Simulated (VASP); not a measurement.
Write the native input for VASP 6.6.1 that does the following.

```
Task                   : single point
Functional             : PBEsol
Potentials or basis    : VASP PAW PBE potentials, release 64 (Ge_d)
Cutoff                 : 520 eV
k mesh                 : 12 × 12 × 12
Occupations            : gaussian, width 0.01 eV
Spin                   : no spin polarisation
Dipole correction      : no
Further INCAR settings : ALGO = Normal; EDIFF = 1e-07; NBANDS = 21
```

The structure of Ge lies in POSCAR:

```
Ge
1.0
    0.0000000000      2.8094867369      2.8094867369
    2.8094867369      0.0000000000      2.8094867369
    2.8094867369      2.8094867369      0.0000000000
Ge
2
Direct
    0.0000000000      0.0000000000      0.0000000000
    0.2500000000      0.2500000000      0.2500000000
```

The input as run:

INCAR

```
PREC     = Accurate       # precision mode
ENCUT    = 520            # plane-wave cutoff, eV
EDIFF    = 1E-7           # SCF threshold, eV
ISMEAR   = 0              # smearing method
SIGMA    = 0.01           # smearing width, eV
LREAL    = F              # projectors in reciprocal space
LASPH    = T              # aspherical terms in the spheres
NELM     = 80             # most SCF steps
ALGO     = Normal         # electronic algorithm
ISIF     = 2              # what is computed and relaxed
LWAVE    = F              # write WAVECAR
LCHARG   = F              # write CHGCAR
GGA      = PS             # functional
NBANDS   = 21             # bands
```

KPOINTS

```
Automatic mesh
0
Gamma
  12 12 12
```

Potentials or basis: VASP PAW PBE potentials, release 64 (Ge_d).

Run with:

```bash
$ cat potpaw_PBE.64/Ge_d/POTCAR > POTCAR
$ mpirun -np 1 vasp_std > vasp.out
```

Results of the run:

```yaml
Pressure: 2.1 GPa
Band_gap_on_the_k_mesh: 0.18 eV, direct
```

Caveat: the PAW data sets were made with another functional, which shifts forces and pressure a little.

Wall time 47 s on 1 thread of Intel(R) Xeon(R) Platinum 8488C (Sapphire Rapids), on a shared host, peak memory 0.2 GiB.
